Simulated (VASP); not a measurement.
Input of a VASP 6.6.1 run:

File INCAR:

```
SYSTEM = CuO
PREC = Accurate
ENCUT = 520
EDIFF = 1E-6
ISMEAR = 0
SIGMA = 0.1
LREAL = .False.
LASPH = .True.
NELM = 100
ALGO = Normal
ISIF = 2
LWAVE = .False.
LCHARG = .False.
GGA = PS
NBANDS = 25
```

KPOINTS

```
regular mesh
0
Gamma
  2 2 2
  0 0 0
```

Contents of POSCAR:

```
CuO
1.0
    1.9909680000     -2.1535500000      0.0000000000
    1.9909680000      2.1535500000      0.0000000000
    0.0000000000      0.0000000000      5.1559280000
Cu O
2 2
Direct
    0.0000000000      0.5000000000      0.0000000000
    0.5000000000      0.0000000000      0.5000000000
    0.5000000000      0.5000000000      0.2500000000
    0.5000000000      0.5000000000      0.7500000000
```

Potentials or basis: VASP PAW PBE potentials, release 64 (Cu, O).

Launch:

```bash
$ cat potpaw_PBE.64/Cu/POTCAR potpaw_PBE.64/O/POTCAR > POTCAR
$ mpirun -np 1 vasp_std > vasp.out
```

Predict the band gap on the k mesh.

zero (band 17 reaches 5.54 eV, above the bottom of band 18 at 4.48 eV).

What does it give for the pressure?

-1.5 GPa.

Stress tensor (GPa, compression positive):
```
  3.57   0.00   0.00
  0.00   2.83   0.00
  0.00   0.00 -11.04
```

Caveat: the k points lie up to 1.07 Å⁻¹ apart; the PAW data sets were made with another functional, which shifts forces and pressure a little; semilocal functionals often make such compounds metallic where correlation or magnetic order opens a gap, which also shifts bond lengths. With open d or f shells a metallic result of PBEsol can be an artefact of self-interaction; +U or a hybrid may open a gap.
